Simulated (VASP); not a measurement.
Here is a VASP 6.6.1 calculation.

The input INCAR:

```
SYSTEM = ZnCd3Se2S2
  PREC = Accurate
  ENCUT = 600
  EDIFF = 1E-7
  ISMEAR = 0
  SIGMA = 0.15
  LREAL = .False.
  LASPH = .True.
  NELM = 100
  ALGO = Normal
  ISIF = 3
  LWAVE = .False.
  LCHARG = .False.
  GGA = PE
  IBRION = 2
  NSW = 36
  EDIFFG = -0.08
```

Contents of KPOINTS:

```
regular mesh
0
Gamma
  3 3 2
  0 0 0
```

The input POSCAR:

```
ZnCd3Se2S2
1.0
    4.7145155600      0.0000000000      0.0000000000
   -2.3572577800      4.0828902500      0.0000000000
    0.0000000000      0.0000000000      9.4376288500
Zn Cd Se S
1 3 2 2
Direct
    0.0000000000      0.0000000000      0.5000000000
    0.5000000000      0.0000000000      0.0000000000
    0.0000000000      0.5000000000      0.0000000000
    0.5000000000      0.5000000000      0.0000000000
    0.0000000000      0.0000000000      0.8255408600
    0.0000000000      0.0000000000      0.1744591400
    0.3333333300      0.6666666700      0.5000000000
    0.6666666700      0.3333333300      0.5000000000
```

Potentials or basis: VASP PAW PBE potentials, release 64 (Zn, Cd, Se, S).

The run is started by

```console
$ cat potpaw_PBE.64/Zn/POTCAR potpaw_PBE.64/Cd/POTCAR potpaw_PBE.64/Se/POTCAR potpaw_PBE.64/S/POTCAR > POTCAR
$ mpirun -np 1 vasp_std > vasp.out
```

Problem. Predict the band gap on the k mesh.

Solution. Zero (band 36 reaches 1.67 eV, above the bottom of band 37 at 1.33 eV).

Problem. What does it give for the relaxed cell?

Solution. a = 5.336 Å, b = 5.336 Å, c = 8.143 Å, α = 90.00°, β = 90.00°, γ = 120.00°.

Final structure:
```
Zn Cd Se S
1.0
     5.33579    0.00000    0.00000
    -2.66789    4.62093    0.00000
     0.00000    0.00000    8.14324
Zn Cd Se S
1 3 2 2
Direct
  0.00000 0.00000 0.50000
  0.50000 0.00000 0.00000
  0.00000 0.50000 0.00000
  0.50000 0.50000 0.00000
  0.00000 0.00000 0.79536
  0.00000 0.00000 0.20464
  0.33333 0.66667 0.50000
  0.66667 0.33333 0.50000
```

Caveat: the k points lie up to 0.45 Å⁻¹ apart in the final cell.
